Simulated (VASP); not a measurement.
# LaH20 (R-3m) in VASP: relaxation of the atoms with PBE

Aim: the relaxation of the atoms of LaH20 with PBE.

Program: VASP 6.6.1. These are calculated values, not measurements. Logs are shortened: lines on timing, memory, paths and dates and some standing lists are left out, and cuts for length are marked.

## (1) The cell of the first run

Symmetry: R-3m, No. 166, trigonal system. Conventional cell: a = 7.311 Å, b = 7.311 Å, c = 13.106 Å, α = 90.00°, β = 90.00°, γ = 120.00°. La (site symmetry -3m) has 14 H at 2.24 to 2.50 Å within 3.0 Å. H (site symmetry 3m) has 6 H at 1.66 to 2.39 Å and 1 La at 2.24 Å within 2.4 Å. H (site symmetry m) has 1 H at 0.80 Å within 1.1 Å. H (site symmetry m) has 1 H at 0.80 Å within 1.1 Å. H (site symmetry 2) has 1 H at 0.76 Å within 1.0 Å.

## (2) Relaxation of the atoms, PBE

File INCAR:

```
PREC = Accurate
ENCUT = 450
EDIFF = 1E-7
ISMEAR = -1
SIGMA = 0.05
LREAL = False
LASPH = True
NELM = 200
ALGO = Normal
ISIF = 2
LWAVE = False
LCHARG = False
GGA = PE
IBRION = 2
NSW = 80
EDIFFG = -0.02
GGA_COMPAT = False
NELMIN = 4
LMAXMIX = 6
```

File KPOINTS:

```
regular mesh
0
Gamma
  6 6 6
```

File POSCAR:

```
LaH20
1.0
    3.6554101269      2.1104520208      4.3687532063
   -3.6554101269      2.1104520208      4.3687532063
    0.0000000000     -4.2209040416      4.3687532063
La H
1 20
Direct
    0.0000000000      0.0000000000      0.0000000000
    0.1711250000      0.1711250000      0.1711250000
    0.8288750000      0.8288750000      0.8288750000
    0.2658660000      0.7526710000      0.2658660000
    0.7341340000      0.2473290000      0.7341340000
    0.2658660000      0.2658660000      0.7526710000
    0.7341340000      0.7341340000      0.2473290000
    0.7526710000      0.2658660000      0.2658660000
    0.2473290000      0.7341340000      0.7341340000
    0.2628580000      0.2628580000      0.8852770000
    0.7371420000      0.7371420000      0.1147230000
    0.8852770000      0.2628580000      0.2628580000
    0.1147230000      0.7371420000      0.7371420000
    0.2628580000      0.8852770000      0.2628580000
    0.7371420000      0.1147230000      0.7371420000
    0.4481820000      0.5518180000      0.0000000000
    0.5518180000      0.4481820000      0.0000000000
    0.0000000000      0.4481820000      0.5518180000
    0.0000000000      0.5518180000      0.4481820000
    0.5518180000      0.0000000000      0.4481820000
    0.4481820000      0.0000000000      0.5518180000
```

Potentials or basis: VASP PAW PBE potentials, release 64 (La, H).

The run is started by

```sh
$ cat potpaw_PBE.64/La/POTCAR potpaw_PBE.64/H/POTCAR > POTCAR
$ mpirun -np 1 vasp_std > vasp.out
```

OUTCAR:

```text
PREC = Accurate
   ENCUT = 450
   EDIFF = 1E-7
   ISMEAR = -1
   LREAL = False
   LASPH = True
   NELM = 200
   ISIF = 2
   GGA = PE
   IBRION = 2
   NSW = 80
   EDIFFG = -0.02
   NELMIN = 4

 ion  position               nearest neighbor table
   1  0.000  0.000  0.000-   2 2.24   3 2.24
   2  0.171  0.171  0.171-   1 2.24
   3  0.829  0.829  0.829-   1 2.24
   4  0.266  0.753  0.266-  14 0.80
   5  0.734  0.247  0.734-  15 0.80
   6  0.266  0.266  0.753-  10 0.80
   7  0.734  0.734  0.247-  11 0.80
[... 12 lines left out ...]
  20  0.552  0.000  0.448-  21 0.76
  21  0.448  0.000  0.552-  20 0.76

  LATTYP: Found a trigonal (rhomboedric) cell.
 ALAT       =     6.0747045612
 COS(alpha) =     0.2758110488

  Lattice vectors:

 A1 = (   3.6554101269,   2.1104520208,   4.3687532063)
 A2 = (  -3.6554101269,   2.1104520208,   4.3687532063)
 A3 = (   0.0000000000,  -4.2209040416,   4.3687532063)

Analysis of symmetry for initial positions (statically):
=====================================================================
 Subroutine PRICEL returns:
 Original cell was already a primitive cell.

 Routine SETGRP: Setting up the symmetry group for a
 trigonal (rhombohedral) supercell.

 Subroutine GETGRP returns: Found 12 space group operations
 (whereof 12 operations were pure point group operations)
 out of a pool of 12 trial point group operations.

The static configuration has the point symmetry D_3d.

Analysis of symmetry for dynamics (positions and initial velocities):
=====================================================================
 Subroutine PRICEL returns:
 Original cell was already a primitive cell.

 Routine SETGRP: Setting up the symmetry group for a
 trigonal (rhombohedral) supercell.

 Subroutine GETGRP returns: Found 12 space group operations
 (whereof 12 operations were pure point group operations)
 out of a pool of 12 trial point group operations.

The dynamic configuration has the point symmetry D_3d.

 Subroutine INISYM returns: Found 12 space group operations
 (whereof 12 operations are pure point group operations),
 and found     1 'primitive' translations

----------------------------------------------------------------------------------------

                                     Primitive cell

  volume of cell :     202.2183

  direct lattice vectors                    reciprocal lattice vectors
     3.655410127  2.110452021  4.368753206     0.136783557  0.078972024  0.076299419
    -3.655410127  2.110452021  4.368753206    -0.136783557  0.078972024  0.076299419
     0.000000000 -4.220904042  4.368753206     0.000000000 -0.157944047  0.076299419

  length of vectors
     6.074704561  6.074704561  6.074704561     0.175407877  0.175407877  0.175407877

  position of ions in fractional coordinates (direct lattice)
     0.000000000  0.000000000  0.000000000
     0.171125000  0.171125000  0.171125000
     0.828875000  0.828875000  0.828875000
     0.265866000  0.752671000  0.265866000
     0.734134000  0.247329000  0.734134000
     0.265866000  0.265866000  0.752671000
[... 13 lines left out ...]
     0.551818000  0.000000000  0.448182000
     0.448182000  0.000000000  0.551818000

  ion indices of the primitive-cell ions
   primitive index   ion index
                 1           1
                 2           2
                 3           3
                 4           4
                 5           5
                 6           6
[... 13 lines left out ...]
                20          20
                21          21

----------------------------------------------------------------------------------------

 KPOINTS: regular mesh

Automatic generation of k-mesh.
 Grid dimensions read from file:
 generate k-points for:    6    6    6

 Generating k-lattice:

  Cartesian coordinates                     Fractional coordinates (reciprocal lattice)
     0.022797260  0.013162004  0.012716570     0.166666667  0.000000000  0.000000000
    -0.022797260  0.013162004  0.012716570     0.000000000  0.166666667  0.000000000
     0.000000000 -0.026324008  0.012716570     0.000000000  0.000000000  0.166666667

  Length of vectors
     0.029234646  0.029234646  0.029234646

  Shift w.r.t. Gamma in fractional coordinates (k-lattice)
     0.000000000  0.000000000  0.000000000

 Subroutine IBZKPT returns following result:
 ===========================================

 Found     32 irreducible k-points:

 Following reciprocal coordinates:
            Coordinates               Weight
  0.000000  0.000000  0.000000      1.000000
  0.166667  0.000000  0.000000      6.000000
  0.333333 -0.000000 -0.000000      6.000000
  0.500000  0.000000  0.000000      3.000000
  0.166667  0.166667  0.000000      6.000000
  0.333333  0.166667  0.000000     12.000000
[... 16 lines left out ...]
  0.500000  0.500000  0.166667      6.000000
 -0.333333  0.500000  0.166667     12.000000
 [... further k-points ...]
   k-points           NKPTS =     32   k-points in BZ     NKDIM =     32   number of bands    NBANDS=     26
   number of dos      NEDOS =    301   number of ions     NIONS =     21
   total plane-waves  NPLWV =  74088
   dimension x,y,z NGX =    42 NGY =   42 NGZ =   42
   dimension x,y,z NGXF=    84 NGYF=   84 NGZF=   84
   ions per type =               1  20
   NGX,Y,Z   is equivalent  to a cutoff of  11.49, 11.49, 11.49 a.u.
   NGXF,Y,Z  is equivalent  to a cutoff of  22.99, 22.99, 22.99 a.u.
 SYSTEM =  unknown system
   PREC   = accura    normal or accurate (medium, high low for compatibility)
   ISTART =      0    job   : 0-new  1-cont  2-samecut
   ICHARG =      2    charge: 1-file 2-atom 10-const
   ISPIN  =      1    spin polarized calculation?
   LNONCOLLINEAR =      F non collinear calculations
   LSORBIT =      F    spin-orbit coupling
   LASPH  =      T    aspherical Exc in radial PAW
   ENCUT  =  450.0 eV  33.07 Ry    5.75 a.u.  10.51 10.51 10.51*2*pi/ulx,y,z
   NELM   =    200;   NELMIN=  4; NELMDL= -5     # of ELM steps
   EDIFF  = 0.1E-06   stopping-criterion for ELM
   LREAL  =      F    real-space projection
   EDIFFG = -.2E-01   stopping-criterion for IOM
   NSW    =     80    number of steps for IOM
   IBRION =      2    ionic relax: 0-MD 1-quasi-New 2-CG
   NFREE  =      1    steps in history (QN), initial steepest desc. (CG)
   ISIF   =      2    stress and relaxation
   ISYM   =      2    0-nonsym 1-usesym 2-fastsym
   POTIM  = 0.5000    time-step for ionic-motion
   TEBEG  =    0.0;   TEEND  =   0.0 temperature during run
   PSTRESS=    0.0 pullay stress
   NELECT =      31.0000    total number of electrons
   NUPDOWN=      -1.0000    fix difference up-down
   EMIN   =  10.00;   EMAX   =-10.00  energy-range for DOS
   EFERMI =   0.00;   METHOD = LEGACY
   ISMEAR =    -1;   SIGMA  =   0.05  broadening in eV -4-tet -1-fermi 0-gaus
   EFERMI_NEDOS =   21; number of points for ismear=-14 and -15
   IALGO  =     38    algorithm
   IMIX   =      4    mixing-type and parameters
     AMIX     =   0.40;   BMIX     =  1.00
     AMIX_MAG =   1.60;   BMIX_MAG =  1.00
  volume/ion in A,a.u.               =       9.63        64.98
  Fermi-wavevector in a.u.,A,eV,Ry     =   0.876170  1.655722 10.444848  0.767675
  Thomas-Fermi vector in A             =   1.995943
   LORBIT       =      0    0 simple, 1 ext, 2 COOP (PROOUT), +10 PAW based schemes
   GGA     = PE    functional components
   LHFCALC =     F    Hartree Fock is set to
   AEXX    =    0.0000 exact exchange contribution
   IVDW    =     0    specifies the selected vdW correction
   LEPSILON=     F    determine dielectric tensor
   LRPA    =     F    only Hartree local field effects (RPA)
 conjugate gradient relaxation of ions
 non-spin polarized calculation
  energy-cutoff  :      450.00
  volume of cell :      202.22
 maximum number of plane-waves:      4425
   NGX = 21   NGY = 21   NGZ = 21

--------------------------------------- Ionic step        1  -------------------------------------------

 number of electron      31.0000004 magnetization

 Free energy of the ion-electron system (eV)
  ---------------------------------------------------
  ext. energy  EPLUGINS =         0.00000000
  ---------------------------------------------------
  free energy    TOTEN  =       -70.19529168 eV

  energy without entropy =      -70.17002784  energy(sigma->0) =      -70.18265976

------------------------ aborting loop because EDIFF is reached ----------------------------------------

  FORCE on cell =-STRESS in cart. coord.  units (eV):
  Direction    XX          YY          ZZ          XY          YZ          ZX
  --------------------------------------------------------------------------------------
  -------------------------------------------------------------------------------------
  Total        1.0550949      1.0550949      0.0199143      0.0000000      0.0000000      0.0000000
  in kB        8.3595277      8.3595277      0.1577813      0.0000000      0.0000000      0.0000000
  external PRESSURE =       5.6256122 kB  Pullay stress =       0.0000000 kB

 VOLUME and BASIS-vectors are now :
 -----------------------------------------------------------------------------
  energy-cutoff  :      450.00
  volume of cell :      202.22
      direct lattice vectors                 reciprocal lattice vectors
     3.655410127  2.110452021  4.368753206     0.136783557  0.078972024  0.076299419
    -3.655410127  2.110452021  4.368753206    -0.136783557  0.078972024  0.076299419
     0.000000000 -4.220904042  4.368753206     0.000000000 -0.157944047  0.076299419
[... 77 lines left out ...]
      2.01652     -0.72819      4.36875         0.025656      0.044437     -0.000000
     -2.01652      0.72819      8.73751        -0.025656     -0.044437     -0.000000
 -----------------------------------------------------------------------------------
    total drift:                                0.000000      0.000000     -0.000000

  FREE ENERGIE OF THE ION-ELECTRON SYSTEM (eV)
  ---------------------------------------------------
  free  energy   TOTEN  =       -70.1952204310 eV

  energy  without entropy=      -70.1698890653  energy(sigma->0) =      -70.18255475

--------------------------------------- Ionic step        3  -------------------------------------------

 number of electron      31.0000003 magnetization

 Free energy of the ion-electron system (eV)
  ---------------------------------------------------
  ext. energy  EPLUGINS =         0.00000000
  ---------------------------------------------------
  free energy    TOTEN  =       -70.19533432 eV

  energy without entropy =      -70.17004500  energy(sigma->0) =      -70.18268966

 E-fermi :   0.9814     XC(G=0):  -6.8650

 val. band max:        0.9464814226   @ k =   0.5000   0.3333   0.0000
 cond. band min:       1.0610040850   @ k =   0.5000   0.5000   0.0000
 fundamental gap:      0.1145226624
 Fermi energy:         0.9814005228

 k-point     1 :       0.0000    0.0000    0.0000
  band No.  band energies     occupation
      1     -32.6785      2.00000
      2     -16.6334      2.00000
      3     -16.6334      2.00000
      4     -16.5804      2.00000
      5      -9.2649      2.00000
      6      -7.3679      2.00000
[... 18 lines left out ...]
     25       3.3053      0.00000
     26       3.3054      0.00000
[... 644 lines left out ...]
      4     -16.5926      2.00000
      5      -8.4079      2.00000
      6      -8.1352      2.00000
[... 18 lines left out ...]
     25       3.1077      0.00000
     26       3.4214      0.00000

 [... further k-points ...]

------------------------ aborting loop because EDIFF is reached ----------------------------------------

  FORCE on cell =-STRESS in cart. coord.  units (eV):
  Direction    XX          YY          ZZ          XY          YZ          ZX
  --------------------------------------------------------------------------------------
  -------------------------------------------------------------------------------------
  Total        1.0973883      1.0973883      0.0302935      0.0000000     -0.0000000     -0.0000000
  in kB        8.6946187      8.6946187      0.2400155      0.0000000     -0.0000000     -0.0000000
  external PRESSURE =       5.8764176 kB  Pullay stress =       0.0000000 kB

 VOLUME and BASIS-vectors are now :
 -----------------------------------------------------------------------------
  energy-cutoff  :      450.00
  volume of cell :      202.22
      direct lattice vectors                 reciprocal lattice vectors
     3.655410127  2.110452021  4.368753206     0.136783557  0.078972024  0.076299419
    -3.655410127  2.110452021  4.368753206    -0.136783557  0.078972024  0.076299419
     0.000000000 -4.220904042  4.368753206     0.000000000 -0.157944047  0.076299419
[... 22 lines left out ...]
      2.01689     -0.72755      4.36875         0.001857      0.003217     -0.000000
      1.63852     -1.38291      4.36875        -0.001857     -0.003217     -0.000000
 -----------------------------------------------------------------------------------
    total drift:                                0.000000     -0.000000     -0.000000

  FREE ENERGIE OF THE ION-ELECTRON SYSTEM (eV)
  ---------------------------------------------------
  free  energy   TOTEN  =       -70.1953343210 eV

  energy  without entropy=      -70.1700449959  energy(sigma->0) =      -70.18268966

 reached required accuracy - stopping structural energy minimisation
```

Run time: 4.8 min. Hardware: 1 thread of Intel Xeon Platinum 8488C (Sapphire Rapids), shared host; peak memory 0.35 GiB.

Results:

- Free energy: -70.1953 eV
- Energy gained by relaxing: 0.0 meV/atom
- Ionic steps: 3
- Pressure after relaxing: 0.6 GPa
- Largest force after relaxing: 0.007 eV/Å
- Band gap on the k mesh: zero (an odd number of electrons rules out a gap without spin polarisation)

Forces in eV/Å, atoms in the order of the input:
```
La   0.000  0.000  0.000
H    0.000  0.000 -0.002
H    0.000  0.000  0.002
H   -0.004  0.002  0.004
H    0.004 -0.002 -0.004
H    0.000 -0.004  0.004
H    0.000  0.004 -0.004
H    0.004  0.002  0.004
H   -0.004 -0.002 -0.004
H    0.000 -0.007 -0.001
H    0.000  0.007  0.001
H    0.006  0.003 -0.001
H   -0.006 -0.003  0.001
H   -0.006  0.003 -0.001
H    0.006 -0.003  0.001
H   -0.004  0.000  0.000
H    0.004  0.000  0.000
H    0.002 -0.003  0.000
H   -0.002  0.003  0.000
H    0.002  0.003  0.000
H   -0.002 -0.003  0.000
```

Final structure:
```
La H
1.0
     3.65541    2.11045    4.36875
    -3.65541    2.11045    4.36875
     0.00000   -4.22090    4.36875
La H
1 20
Direct
  0.00000 0.00000 0.00000
  0.17112 0.17112 0.17112
  0.82888 0.82888 0.82888
  0.26586 0.75270 0.26586
  0.73414 0.24730 0.73414
  0.26586 0.26586 0.75270
  0.73414 0.73414 0.24730
  0.75270 0.26586 0.26586
  0.24730 0.73414 0.73414
  0.26285 0.26285 0.88528
  0.73715 0.73715 0.11472
  0.88528 0.26285 0.26285
  0.11472 0.73715 0.73715
  0.26285 0.88528 0.26285
  0.73715 0.11472 0.73715
  0.44824 0.55176 0.00000
  0.55176 0.44824 0.00000
  0.00000 0.44824 0.55176
  0.00000 0.55176 0.44824
  0.55176 0.00000 0.44824
  0.44824 0.00000 0.55176
```

Levels at points of the mesh, in eV from the Fermi level:
```
           k point  band 12  band 13  band 14  band 15  band 16  band 17  band 18  band 19
(0.00, 0.00, 0.00)    -7.63    -7.17    -3.21    -2.20     0.37     0.37     0.83     0.83
(0.50, 0.00, 0.00)    -7.31    -6.98    -3.41    -2.14    -0.40     0.56     0.98     1.07
(0.50, 0.50, 0.00)    -6.97    -6.87    -3.28    -2.22     0.08     0.40     1.01     1.08
(0.50, 0.50, 0.50)    -7.15    -7.15    -2.83    -2.55     0.96     0.96     1.03     1.03
```

Caveat: spin-orbit coupling is left out, which moves the levels of the heavy elements.

The gap in the log of VASP goes by the Fermi energy; the results here count the filled bands.